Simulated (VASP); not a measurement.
**AlCo: single point with r2SCAN**

Crystal: AlCo.

```
Al Co
1.0
     2.82315    0.00000    0.00000
     0.00000    2.82315    0.00000
     0.00000    0.00000    2.82315
Al Co
1 1
Direct
  0.00000 0.00000 0.00000
  0.50000 0.50000 0.50000
```

```
Program             : VASP 6.6.1
Task                : single point
Functional          : r2SCAN
Potentials or basis : VASP PAW PBE potentials, release 64 (Al, Co)
Cutoff              : 520 eV
k mesh              : 11 × 11 × 11
Occupations         : fermi-dirac, width 0.05 eV
Spin                : collinear spin, ferromagnetic start
Starting moments    : [0.0, 1.8] μB
```

The pressure is -0.3 GPa and the band gap on the k mesh is zero (filled and empty bands overlap). The net moment is 0.00 μB per cell. The valence electrons inside the program's atomic spheres are Al 0.85; Co 8.55.

Levels at points of the mesh, in eV from the Fermi level:
Spin up:
```
           k point  band 4  band 5  band 6  band 7  band 8  band 9
(0.00, 0.00, 0.00)   -1.11   -1.11   -1.11    6.48    6.48    6.48
```
Spin down:
| k point | band 3 | band 4 | band 5 | band 6 | band 7 | band 8 | band 9 | band 10 |
| --- | --- | --- | --- | --- | --- | --- | --- | --- |
| (0.00, 0.00, 0.00) | -3.19 | -1.11 | -1.11 | -1.11 | 6.48 | 6.48 | 6.48 | 9.12 |

It took 2.1 min on 1 thread of Intel(R) Xeon(R) Platinum 8259CL CPU @ 2.50GHz (Skylake/Cascade Lake), with other jobs on the host, peak memory 0.18 GiB.

Caveat: the starting moments collapsed, and a magnetic state may lie lower; the PAW data sets were made with another functional, which shifts forces and pressure a little.
